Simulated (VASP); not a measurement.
**TiO2: single point with PBE+U**

The system is TiO2.

```
Ti O
1.0
     2.71354   -2.71362   -0.02025
     2.71354    2.71362   -0.02025
    -2.67673    0.00000    4.93584
Ti O
2 4
Cartesian
  2.0444 2.0352 1.2137
  0.7060 -2.0352 3.6816
  -0.6552 -0.6783 3.1008
  3.4055 0.6783 1.7945
  2.0672 -0.6783 4.2625
  0.6832 0.6783 0.6329
```

This cell differs from its parent crystal: atoms shifted along a free coordinate.

```yaml
Program: VASP 6.6.1
Task: single point
Functional: PBE
Potentials_or_basis: VASP PAW PBE potentials, release 64 (Ti_sv, O)
Cutoff: 520 eV
k_mesh: 6 × 6 × 6
Occupations: gaussian, width 0.05 eV
Spin: no spin polarisation
Hubbard_terms: Ti d U = 4.0 eV
Dipole_correction: no
Further_INCAR_settings: ALGO = Normal; EDIFF = 1e-07; NBANDS = 33
```

```yaml
Pressure: 12.9 GPa
Largest_force: 3.287 eV/Å
Band_gap_on_the_k_mesh: 2.74 eV (least direct gap 2.96 eV)
```

Forces in eV/Å, atoms in the order of the input:
```
Ti   0.000  0.000  0.000
Ti   0.000  0.000  0.000
O    0.025  0.000  3.287
O   -0.025  0.000 -3.287
O   -0.025  0.000 -3.287
O    0.025  0.000  3.287
```

Stress tensor (GPa, compression positive):
```
 2.85  0.00  0.23
 0.00  2.85  0.00
 0.23  0.00 32.99
```

Levels at points of the mesh, in eV from the valence-band top:
```
           k point  band 20  band 21  band 22  band 23  band 24  band 25  band 26  band 27  band 28  band 29
(0.00, 0.00, 0.00)    -0.97    -0.48    -0.48    -0.43    -0.43     2.74     3.44     4.73     4.73     4.89
(0.50, 0.00, 0.00)    -1.88    -1.73    -0.89    -0.87    -0.41     3.49     3.82     3.93     3.98     4.73
(0.50, 0.50, 0.00)    -2.66    -1.68    -1.68    -0.62    -0.62     3.55     3.55     3.99     3.99     5.06
(0.00, 0.00, 0.50)    -1.63    -0.97    -0.97     0.00     0.00     3.08     3.08     4.26     4.26     4.49
(0.50, 0.00, 0.50)    -1.88    -1.73    -0.89    -0.86    -0.41     3.49     3.82     3.93     3.98     4.73
(0.50, 0.50, 0.50)    -2.66    -1.68    -1.68    -0.62    -0.62     3.55     3.55     3.99     3.99     5.06
```

Eigenvalues of the final occupation matrices:
```csv
site,spin,trace,eigenvalues
site 1 d,1,0.82,0.08 0.11 0.11 0.22 0.29
site 1 d,2,0.82,0.08 0.11 0.11 0.22 0.29
site 2 d,1,0.82,0.08 0.11 0.11 0.22 0.29
site 2 d,2,0.82,0.08 0.11 0.11 0.22 0.29
```

It took 3 min on 1 thread of Intel(R) Xeon(R) Platinum 8488C (Sapphire Rapids) (shared host), peak memory 0.26 GiB.

Caveat: the cell differs from its parent crystal (atoms shifted along a free coordinate); the stress differs along the axes, from 3 to 33 GPa; forces of over 1 eV/Å act on the atoms, so gaps and moduli don't describe the material at rest. A k mesh can miss the band edges.
